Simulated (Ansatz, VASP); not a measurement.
**Rh in VASP and in Ansatz**

```
CELL_PARAMETERS angstrom
2.65486 0.00000 0.00000
-1.32743 2.29918 0.00000
0.00000 0.00000 24.67070
ATOMIC_POSITIONS crystal
Rh 0.83333 0.16667 0.32616
Rh 0.16667 0.83333 0.41227
Rh 0.50000 0.50000 0.50000
Rh 0.83333 0.16667 0.58773
Rh 0.16667 0.83333 0.67384
```

Alike in both runs: functional LDA; k mesh 16 × 16 × 1; occupations fermi-dirac, width 0.08 eV; no spin polarisation.

Ansatz relaxed the structure, and its values are those at the end. VASP's run is a single point on that final structure, the one shown.

|  | VASP | Ansatz |
| --- | --- | --- |
| version | VASP 6.6.1 | Ansatz 0.2.0 |
| potentials or method | VASP PAW LDA potentials, release 64 (Rh_pv) | PAW with Ansatz's default frozen-core files, scalar-relativistic |
| plane-wave cutoff (eV) | 520 | 420 |
| valence electrons in the cell | 75 | 85 |

Ansatz gave:

- rms of the force components (eV/Å): 0.004

Q: What did VASP give for the same quantities?

A: rms of the force components (eV/Å): 0.018.

LDA's correlation is that of Perdew and Zunger in VASP and of Perdew and Wang (1992) in Ansatz. VASP's potentials hold 75 valence electrons a cell and Ansatz's 85, so a difference there can come from the potentials and not from the codes. Ansatz's warnings: stress scf threshold loose, xc potential rough in thin density.
